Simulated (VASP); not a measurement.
Runs of VASP 6.6.1 on GaSb. The structure is that of space group F-43m (No. 216), or close to it. The cells are those of the table. 

| level | spin | cell | gap on the mesh (eV) | pressure (GPa) | moment (μB) |
| --- | --- | --- | --- | --- | --- |
| r2SCAN | non-collinear, zero start, SOC | a = 4.336 Å, angles 60.0°, 2 atoms | - | 0.1 | 0.00 |
| PBE | off | a = 4.423, b = 4.423, c = 4.336 Å, angles 60.7, 60.7, 58.7°, 2 atoms | none | 0.1 | - |
| r2SCAN | off | a = 4.314, b = 4.314, c = 4.336 Å, angles 59.8, 59.8, 60.3°, 2 atoms | (c) | 0.6 | - |
| r2SCAN | off | a = 4.401, b = 4.401, c = 4.336 Å, angles 60.5, 60.5, 59.0°, 2 atoms | (d) | (a) | - |
| r2SCAN | off | a = 4.379, b = 4.379, c = 4.336 Å, angles 60.3, 60.3, 59.3°, 2 atoms | 0.21 | -0.9 | - |
| PBE | off | a = 4.293, b = 4.293, c = 4.336 Å, angles 59.7, 59.7, 60.7°, 2 atoms | 0.05 | (b) | - |
| r2SCAN | non-collinear, zero start, SOC | a = 4.293, b = 4.293, c = 4.336 Å, angles 59.7, 59.7, 60.7°, 2 atoms | - | 1.3 | 0.00 |
| r2SCAN | off | a = 4.293, b = 4.293, c = 4.336 Å, angles 59.7, 59.7, 60.7°, 2 atoms | 0.47 | 1.2 | - |

Alike in all rows: task single point; potentials or basis VASP PAW PBE potentials, release 64 (Ga_d, Sb); k mesh 8 × 8 × 8; cutoff (eV) 520; smearing fermi-dirac 0.02 eV.

**Question.** Estimate the missing entries.

**Answer.** (a) -1.4; (b) 3.1; (c) 0.43; (d) 0.11.

Caveats: the PAW data sets were made with another functional, which shifts forces and pressure a little (some runs); spin-orbit coupling is left out, which moves the levels of the heavy elements (some runs).

A k mesh can miss the band edges, and rows without SOC leave out spin-orbit coupling on Ga, Sb.

A gap of «none» marks levels without a gap at the run's occupations.
